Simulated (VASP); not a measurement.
# LaBe2Au3 in VASP: single point with r2SCAN

Aim: the single point of LaBe2Au3 with r2SCAN.

Everything below comes from runs of VASP 6.6.1. Logs are shortened: lines on timing, memory, paths and dates and some standing lists are left out, and cuts for length are marked.

## (1) The cell of the first run

The typed cell holds 6 atoms: a = 5.303 Å, b = 5.303 Å, c = 4.308 Å, α = 90.00°, β = 90.00°, γ = 60.00°.

## (2) Single point, r2SCAN

Input file POSCAR:

```
LaBe2Au3
1.0
    2.6516670000      4.5928200000      0.0000000000
   -2.6516670000      4.5928200000      0.0000000000
    0.0000000000      0.0000000000      4.3084220000
Be La Au
2 1 3
Direct
    0.3333000000      0.3334000000      0.0000000000
    0.6666000000      0.6667000000      0.0000000000
    0.0000000000      0.0000000000      0.0000000000
    0.5000000000      0.5000000000      0.5000000000
    0.5000000000      0.0000000000      0.5000000000
    0.0000000000      0.5000000000      0.5000000000
```

Input file INCAR.step1:

```
SYSTEM = LaBe2Au3
ALGO = Normal
EDIFF = 1E-4
ENCUT = 520
GGA = PE
ISMEAR = -1
LASPH = .True.
LCHARG = .False.
LREAL = .False.
LWAVE = .True.
NBANDS = 33
NELM = 100
PREC = Accurate
SIGMA = 0.1
```

Input file INCAR.step2:

```
SYSTEM = LaBe2Au3
ALGO = Normal
EDIFF = 1E-6
ENCUT = 520
ISIF = 2
ISMEAR = -1
ISTART = 1
LASPH = .True.
LCHARG = .False.
LMIXTAU = .True.
LREAL = .False.
LWAVE = .False.
METAGGA = R2SCAN
NBANDS = 33
NELM = 100
PREC = Accurate
SIGMA = 0.1
```

Input file KPOINTS:

```
k-points
0
Gamma
  7 7 8
  0 0 0
```

Potentials or basis: VASP PAW PBE potentials, release 64 (Be, La, Au).

Command:

```bash
$ cat potpaw_PBE.64/Be/POTCAR potpaw_PBE.64/La/POTCAR potpaw_PBE.64/Au/POTCAR > POTCAR
$ cp INCAR.step1 INCAR
$ mpirun -np 1 vasp_std > vasp.out
$ cp INCAR.step2 INCAR
$ mpirun -np 1 vasp_std > vasp.out
```

OUTCAR:

```text
SYSTEM = LaBe2Au3
   EDIFF = 1E-6
   ENCUT = 520
   ISIF = 2
   ISMEAR = -1
   ISTART = 1
   LASPH = .True.
   LREAL = .False.
   METAGGA = R2SCAN
   NELM = 100
   PREC = Accurate

 ion  position               nearest neighbor table
   1  0.333  0.333  0.000-   4 2.64   4 2.64   6 2.64   6 2.64   5 2.64   5 2.64
   2  0.667  0.667  0.000-   4 2.64   4 2.64   5 2.64   5 2.64   6 2.64   6 2.64
   3  0.000  0.000  0.000-   5 3.42   6 3.42   5 3.42   6 3.42   6 3.42   6 3.42   5 3.42   5 3.42
                             4 3.42   4 3.42   4 3.42   4 3.42
   4  0.500  0.500  0.500-   1 2.64   2 2.64   1 2.64   2 2.64   5 2.65   6 2.65   5 2.65   6 2.65
                             3 3.42   3 3.42   3 3.42   3 3.42
   5  0.500  0.000  0.500-   2 2.64   2 2.64   1 2.64   1 2.64   4 2.65   4 2.65   6 2.65   6 2.65
                             3 3.42   3 3.42   3 3.42   3 3.42
   6  0.000  0.500  0.500-   1 2.64   1 2.64   2 2.64   2 2.64   4 2.65   4 2.65   5 2.65   5 2.65
                             3 3.42   3 3.42   3 3.42   3 3.42

  LATTYP: Found a hexagonal cell.
 ALAT       =     5.3033322950
 C/A-ratio  =     0.8123990277

  Lattice vectors:

 A1 = (   2.6516670000,  -4.5928200000,   0.0000000000)
 A2 = (   2.6516670000,   4.5928200000,   0.0000000000)
 A3 = (   0.0000000000,   0.0000000000,   4.3084220000)

Analysis of symmetry for initial positions (statically):
=====================================================================
 Subroutine PRICEL returns:
 Original cell was already a primitive cell.

 Routine SETGRP: Setting up the symmetry group for a
 hexagonal supercell.

 Subroutine GETGRP returns: Found  4 space group operations
 (whereof  4 operations were pure point group operations)
 out of a pool of 24 trial point group operations.

The static configuration has the point symmetry C_2v.

Analysis of symmetry for dynamics (positions and initial velocities):
=====================================================================
 Subroutine PRICEL returns:
 Original cell was already a primitive cell.

 Routine SETGRP: Setting up the symmetry group for a
 hexagonal supercell.

 Subroutine GETGRP returns: Found  4 space group operations
 (whereof  4 operations were pure point group operations)
 out of a pool of 24 trial point group operations.

The dynamic configuration has the point symmetry C_2v.

 Subroutine INISYM returns: Found  4 space group operations
 (whereof  4 operations are pure point group operations),
 and found     1 'primitive' translations

----------------------------------------------------------------------------------------

                                     Primitive cell

  volume of cell :     104.9413

  direct lattice vectors                    reciprocal lattice vectors
     2.651667000  4.592820000  0.000000000     0.188560630  0.108865577  0.000000000
    -2.651667000  4.592820000  0.000000000    -0.188560630  0.108865577  0.000000000
     0.000000000  0.000000000  4.308422000     0.000000000  0.000000000  0.232103540

  length of vectors
     5.303332295  5.303332295  4.308422000     0.217731084  0.217731084  0.232103540

  position of ions in fractional coordinates (direct lattice)
     0.333300000  0.333400000  0.000000000
     0.666600000  0.666700000  0.000000000
     0.000000000  0.000000000  0.000000000
     0.500000000  0.500000000  0.500000000
     0.500000000  0.000000000  0.500000000
     0.000000000  0.500000000  0.500000000

  ion indices of the primitive-cell ions
   primitive index   ion index
                 1           1
                 2           2
                 3           3
                 4           4
                 5           5
                 6           6

----------------------------------------------------------------------------------------

 KPOINTS: k-points

Automatic generation of k-mesh.
 Grid dimensions read from file:
 generate k-points for:    7    7    8

 Generating k-lattice:

  Cartesian coordinates                     Fractional coordinates (reciprocal lattice)
     0.026937233  0.015552225  0.000000000     0.142857143  0.000000000  0.000000000
    -0.026937233  0.015552225  0.000000000     0.000000000  0.142857143  0.000000000
     0.000000000  0.000000000  0.029012943     0.000000000  0.000000000  0.125000000

  Length of vectors
     0.031104441  0.031104441  0.029012943

  Shift w.r.t. Gamma in fractional coordinates (k-lattice)
     0.000000000  0.000000000  0.000000000

 Subroutine IBZKPT returns following result:
 ===========================================

 Found     80 irreducible k-points:

 Following reciprocal coordinates:
            Coordinates               Weight
  0.000000  0.000000  0.000000      1.000000
  0.142857  0.000000  0.000000      4.000000
  0.142857  0.142857  0.000000      2.000000
  0.285714  0.000000  0.000000      4.000000
  0.285714  0.285714  0.000000      2.000000
  0.428571  0.000000  0.000000      4.000000
[... 16 lines left out ...]
  0.428571  0.428571  0.125000      4.000000
  0.285714  0.142857  0.125000      8.000000
 [... further k-points ...]
   k-points           NKPTS =     80   k-points in BZ     NKDIM =     80   number of bands    NBANDS=     33
   number of dos      NEDOS =    301   number of ions     NIONS =      6
   total plane-waves  NPLWV =  51200
   dimension x,y,z NGX =    40 NGY =   40 NGZ =   32
   dimension x,y,z NGXF=    80 NGYF=   80 NGZF=   64
   ions per type =               2   1   3
   NGX,Y,Z   is equivalent  to a cutoff of  12.54, 12.54, 12.35 a.u.
   NGXF,Y,Z  is equivalent  to a cutoff of  25.08, 25.08, 24.70 a.u.
 SYSTEM =  LaBe2Au3
   PREC   = accura    normal or accurate (medium, high low for compatibility)
   ISTART =      1    job   : 0-new  1-cont  2-samecut
   ICHARG =      0    charge: 1-file 2-atom 10-const
   ISPIN  =      1    spin polarized calculation?
   LNONCOLLINEAR =      F non collinear calculations
   LSORBIT =      F    spin-orbit coupling
   LASPH  =      T    aspherical Exc in radial PAW
   ENCUT  =  520.0 eV  38.22 Ry    6.18 a.u.   9.86  9.86  8.01*2*pi/ulx,y,z
   NELM   =    100;   NELMIN=  2; NELMDL=  0     # of ELM steps
   EDIFF  = 0.1E-05   stopping-criterion for ELM
   LREAL  =      F    real-space projection
   EDIFFG = 0.1E-04   stopping-criterion for IOM
   NSW    =      0    number of steps for IOM
   IBRION =     -1    ionic relax: 0-MD 1-quasi-New 2-CG
   NFREE  =      0    steps in history (QN), initial steepest desc. (CG)
   ISIF   =      2    stress and relaxation
   ISYM   =      2    0-nonsym 1-usesym 2-fastsym
   POTIM  = 0.5000    time-step for ionic-motion
   TEBEG  =    0.0;   TEEND  =   0.0 temperature during run
   PSTRESS=    0.0 pullay stress
   NELECT =      48.0000    total number of electrons
   NUPDOWN=      -1.0000    fix difference up-down
   EMIN   =  10.00;   EMAX   =-10.00  energy-range for DOS
   EFERMI =   0.00;   METHOD = LEGACY
   ISMEAR =    -1;   SIGMA  =   0.10  broadening in eV -4-tet -1-fermi 0-gaus
   EFERMI_NEDOS =   21; number of points for ismear=-14 and -15
   IALGO  =     38    algorithm
   IMIX   =      4    mixing-type and parameters
     AMIX     =   0.40;   BMIX     =  1.00
     AMIX_MAG =   1.60;   BMIX_MAG =  1.00
  volume/ion in A,a.u.               =      17.49       118.03
  Fermi-wavevector in a.u.,A,eV,Ry     =   1.261362  2.383628 21.647328  1.591034
  Thomas-Fermi vector in A             =   2.394825
   LORBIT       =      0    0 simple, 1 ext, 2 COOP (PROOUT), +10 PAW based schemes
   METAGGA = R2SCAN    functional components
   LHFCALC =     F    Hartree Fock is set to
   AEXX    =    0.0000 exact exchange contribution
   IVDW    =     0    specifies the selected vdW correction
   LEPSILON=     F    determine dielectric tensor
   LRPA    =     F    only Hartree local field effects (RPA)
 non-spin polarized calculation
  energy-cutoff  :      520.00
  volume of cell :      104.94
 maximum number of plane-waves:      2838
   NGX = 19   NGY = 19   NGZ = 17

 number of electron      47.9999998 magnetization

 Free energy of the ion-electron system (eV)
  ---------------------------------------------------
  ext. energy  EPLUGINS =         0.00000000
  ---------------------------------------------------
  free energy    TOTEN  =      -191.86114580 eV

  energy without entropy =     -191.77518574  energy(sigma->0) =     -191.81816577

 E-fermi :   8.7487     XC(G=0): -12.1197

 val. band max:        8.7389939998   @ k =   0.2857   0.4286   0.0000
 cond. band min:       8.7618570711   @ k =   0.4286   0.0000   0.2500
 fundamental gap:      0.0228630713
 Fermi energy:         8.7487382974

 k-point     1 :       0.0000    0.0000    0.0000
  band No.  band energies     occupation
      1     -25.2997      2.00000
      2      -8.6454      2.00000
      3      -8.6453      2.00000
      4      -8.5049      2.00000
      5      -1.3893      2.00000
      6       1.1064      2.00000
[... 25 lines left out ...]
     32      11.0507      0.00000
     33      11.3248      0.00000

 k-point     2 :       0.1429    0.0000    0.0000
  band No.  band energies     occupation
      1     -25.2992      2.00000
      2      -8.6690      2.00000
      3      -8.6522      2.00000
      4      -8.5072      2.00000
      5      -1.1794      2.00000
      6       1.2229      2.00000
[... 25 lines left out ...]
     32      11.0554      0.00000
     33      11.3067      0.00000

 k-point     3 :       0.1429    0.1429    0.0000
  band No.  band energies     occupation
      1     -25.2992      2.00000
      2      -8.6690      2.00000
      3      -8.6523      2.00000
      4      -8.5072      2.00000
      5      -1.1794      2.00000
      6       1.2228      2.00000
[... 25 lines left out ...]
     32      11.0554      0.00000
     33      11.3067      0.00000

 k-point     4 :       0.2857    0.0000    0.0000
  band No.  band energies     occupation
      1     -25.2978      2.00000
      2      -8.7208      2.00000
      3      -8.6674      2.00000
      4      -8.5122      2.00000
      5      -0.6113      2.00000
      6       1.3254      2.00000
[... 673 lines left out ...]
     32      11.1498      0.00000
     33      11.1748      0.00000

 k-point    23 :       0.4286    0.4286    0.1250
  band No.  band energies     occupation
      1     -25.2950      2.00000
      2      -8.7507      2.00000
      3      -8.6761      2.00000
      4      -8.5507      2.00000
      5       0.0789      2.00000
      6       1.4421      2.00000
[... 25 lines left out ...]
     32      11.1498      0.00000
     33      11.1749      0.00000

 k-point    24 :       0.2857    0.1429    0.1250
  band No.  band energies     occupation
      1     -25.2963      2.00000
      2      -8.6992      2.00000
      3      -8.6643      2.00000
      4      -8.5489      2.00000
      5      -0.7171      2.00000
      6       1.3454      2.00000
[... 25 lines left out ...]
     32      11.0730      0.00000
     33      11.2977      0.00000

 [... further k-points ...]
[... 5 lines left out ...]
  --------------------------------------------------------------------------------------
  -------------------------------------------------------------------------------------
  Total        6.3314028      6.3280465     -6.7571886      0.0000000      0.0000000      0.0000000
  in kB       96.6638055     96.6125627   -103.1644299      0.0000000      0.0000000      0.0000000
  external PRESSURE =      30.0373127 kB  Pullay stress =       0.0000000 kB

 VOLUME and BASIS-vectors are now :
 -----------------------------------------------------------------------------
  energy-cutoff  :      520.00
  volume of cell :      104.94
      direct lattice vectors                 reciprocal lattice vectors
     2.651667000  4.592820000  0.000000000     0.188560630  0.108865577  0.000000000
    -2.651667000  4.592820000  0.000000000    -0.188560630  0.108865577  0.000000000
     0.000000000  0.000000000  4.308422000     0.000000000  0.000000000  0.232103540

 POSITION                                       TOTAL-FORCE (eV/Angst)
 -----------------------------------------------------------------------------------
     -0.00027      3.06203      0.00000         0.000933     -0.000406      0.000000
     -0.00027      6.12361      0.00000         0.000933      0.000406      0.000000
      0.00000      0.00000      0.00000        -0.001362      0.000000      0.000000
      0.00000      4.59282      2.15421        -0.000205      0.000000      0.000000
      1.32583      2.29641      2.15421        -0.000149     -0.000032      0.000000
     -1.32583      2.29641      2.15421        -0.000149      0.000032      0.000000
 -----------------------------------------------------------------------------------
    total drift:                                0.000003      0.000000     -0.000000

  FREE ENERGIE OF THE ION-ELECTRON SYSTEM (eV)
  ---------------------------------------------------
  free  energy   TOTEN  =      -191.8611458048 eV

  energy  without entropy=     -191.7751857369  energy(sigma->0) =     -191.81816577
```

It took 15 min on 1 thread of Intel Xeon Platinum 8124M at 3.00GHz (Skylake/Cascade Lake), shared host; peak memory 0.44 GiB.

What came out:

- Free energy: -191.8611 eV
- Pressure: 3.0 GPa
- Band gap on the k mesh: zero (bands 24 and 25 overlap by 1.72 eV)

Stress tensor (GPa, compression positive):
```
  9.67   0.00   0.00
  0.00   9.66   0.00
  0.00   0.00 -10.32
```

Levels at points of the mesh, in eV from the Fermi level:
```csv
k point,band 21,band 22,band 23,band 24,band 25,band 26,band 27,band 28
"(0.00, 0.00, 0.00)",-1.73,-1.18,0.18,0.18,0.86,0.86,0.91,2.16
"(0.00, 0.00, 0.50)",-2.26,-2.26,-1.73,-1.29,-0.73,-0.73,1.89,2.14
```

Caveat: the stress differs along the axes, from -10 to 10 GPa; the PAW data sets were made with another functional, which shifts forces and pressure a little; spin-orbit coupling is left out, which moves the levels of the heavy elements.

The gap in the log of VASP goes by the Fermi energy; the results here count the filled bands.